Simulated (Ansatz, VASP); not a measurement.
One calculation of BO, two programs

```xyz
8
Lattice="3.7263 0.0000 0.0000 0.0000 3.7263 0.0000 0.0000 0.0000 3.7263" Properties=species:S:1:pos:R:3 pbc="T T T"
B     0.4993    0.4993    0.4993
B     1.3638    3.2270    2.3625
B     2.3625    1.3638    3.2270
B     3.2270    2.3625    1.3638
O     3.1468    3.1468    3.1468
O     2.4426    0.5794    1.2837
O     1.2837    2.4426    0.5794
O     0.5794    1.2837    2.4426
```

Alike in both runs: task relaxation of cell and atoms; functional PBE; k mesh 6 × 6 × 6; occupations gaussian, width 0.1 eV; no spin polarisation.

|  | VASP | Ansatz |
| --- | --- | --- |
| version | VASP 6.6.1 | Ansatz 0.2.0 |
| potentials or method | VASP PAW PBE potentials, release 64 (B, O), cutoff 600 eV | scalar-relativistic, plane waves, PAW |
| valence electrons in the cell | 36 | 36 |

|  | VASP | Ansatz | Ansatz less VASP |
| --- | --- | --- | --- |
| gap on the k mesh at the Fermi level, each at its own relaxed structure (eV) | none | none | - |
| relaxed volume (Å³/atom) | 10.45 | 11.63 | +1.182 |
| relaxed length of the cell vector where the two differ most in proportion (Å) | 4.372 | 4.531 | +0.1591 |

A gap of «none» marks a metal or a gap that the smearing closes. One of these differences is far larger than is usual between the two programs; its cause wasn't traced.

Noted on VASP's run: the volume moved by over 15 % at a fixed basis, so the end points are rough.
